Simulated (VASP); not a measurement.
HfN: single point with LDA

HfN, a slab with vacuum:

```
CELL_PARAMETERS angstrom
3.19047 0.00000 0.00000
0.00000 3.19047 0.00000
0.00000 0.00000 23.02400
ATOMIC_POSITIONS crystal
Hf 0.00000 0.00000 0.30403
Hf 0.50000 0.50000 0.40202
Hf 0.00000 0.00000 0.50000
Hf 0.50000 0.50000 0.59798
Hf 0.00000 0.00000 0.69597
N 0.50000 0.50000 0.30403
N 0.00000 0.00000 0.40202
N 0.50000 0.50000 0.50000
N 0.00000 0.00000 0.59798
N 0.50000 0.50000 0.69597
```

```json
{"Program": "VASP 6.6.1", "Task": "single point", "Functional": "LDA", "Potentials or basis": "VASP PAW LDA potentials, release 64 (Hf_pv, N)", "Cutoff": "520 eV", "k mesh": "5 × 5 × 1", "Occupations": "methfessel-paxton, width 0.1 eV", "Spin": "no spin polarisation"}
```

```yaml
Largest_force: 2.046 eV/Å
```

Forces on the atoms (eV/Å):
```
Hf   0.000  0.000  2.046
Hf   0.000  0.000 -0.281
Hf   0.000  0.000  0.000
Hf   0.000  0.000  0.281
Hf   0.000  0.000 -2.046
N    0.000  0.000 -0.705
N    0.000  0.000 -0.665
N    0.000  0.000  0.000
N    0.000  0.000  0.665
N    0.000  0.000  0.705
```

Levels at points of the mesh, in eV from the Fermi level:
```
           k point  band 36  band 37  band 38  band 39  band 40  band 41
(0.00, 0.00, 0.00)    -2.78    -2.78    -2.34    -1.46    -0.77    -0.34
```

It took 2.7 min on 1 thread of AMD EPYC 7R43 64-Core Processor (Zen 3), with other jobs on the host, peak memory 0.23 GiB.

Caveat: the k points lie up to 0.39 Å⁻¹ apart; spin-orbit coupling is left out, which moves the levels of the heavy elements.
